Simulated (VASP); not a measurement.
A run of VASP 6.6.1:

INCAR

```
SYSTEM = BaTiO3
PREC = Accurate
ENCUT = 520
EDIFF = 1E-6
ISMEAR = -1
SIGMA = 0.02
LREAL = .False.
LASPH = .True.
NELM = 80
ALGO = Normal
ISIF = 2
LWAVE = .False.
LCHARG = .False.
GGA = PE
NBANDS = 28
```

File KPOINTS:

```
regular mesh
0
Gamma
  8 8 8
  0 0 0
```

File POSCAR:

```
BaTiO3
1.0
    2.8086889172      1.6215973024      2.3021762956
   -2.8086889172      1.6215973024      2.3021762956
    0.0000000000     -3.2431946048      2.3021762956
Ba Ti O
1 1 3
Direct
   -0.0006395358     -0.0006395358     -0.0006395358
    0.4893387219      0.4893387219      0.4893387219
    0.5093383557      0.5093383557      0.0139241026
    0.0139241026      0.5093383557      0.5093383557
    0.5093383557      0.0139241026      0.5093383557
```

Potentials or basis: VASP PAW PBE potentials, release 64 (Ba_sv, Ti_sv, O).

Run with:

```sh
$ cat potpaw_PBE.64/Ba_sv/POTCAR potpaw_PBE.64/Ti_sv/POTCAR potpaw_PBE.64/O/POTCAR > POTCAR
$ mpirun -np 1 vasp_std > vasp.out
```

Hardware: 1 thread of Intel(R) Xeon(R) 6975P-C (Granite Rapids) (shared host).

Estimate the wall time of this run.

Wall time 56 s on 1 thread of Intel(R) Xeon(R) 6975P-C (Granite Rapids), with other jobs on the host, peak memory 0.24 GiB. Counts: scf iterations 15, k points 65.
